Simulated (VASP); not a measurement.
Here is a VASP 6.6.1 calculation.

INCAR

```
  PREC = Accurate
  ENCUT = 520
  EDIFF = 1E-6
  ISMEAR = -1
  SIGMA = 0.02
  LREAL = F
  LASPH = T
  NELM = 100
  ALGO = Normal
  ISIF = 2
  LWAVE = F
  LCHARG = F
  NBANDS = 16
```

File KPOINTS:

```
Automatic mesh
0
Gamma
  6 6 6
```

The input POSCAR:

```
CuI
1.0
    4.2871880000      0.0000000000      0.0000000000
    2.1435940000      3.7128137188      0.0000000000
    2.1435940000      1.2376045729      3.5004743438
Cu I
1 1
Direct
    0.2500000000      0.2500000000      0.2500000000
    0.0000000000      0.0000000000      0.0000000000
```

Potentials or basis: VASP PAW LDA potentials, release 64 (Cu, I).

Command:

```sh
$ cat potpaw_LDA.64/Cu/POTCAR potpaw_LDA.64/I/POTCAR > POTCAR
$ mpirun -np 1 vasp_std > vasp.out
```

(1) Predict the band gap on the k mesh.

(2) Predict the pressure.

## Answers

(1) 1.00 eV, direct.

(2) -4.2 GPa.

Caveat: spin-orbit coupling is left out, which moves the levels of the heavy elements.
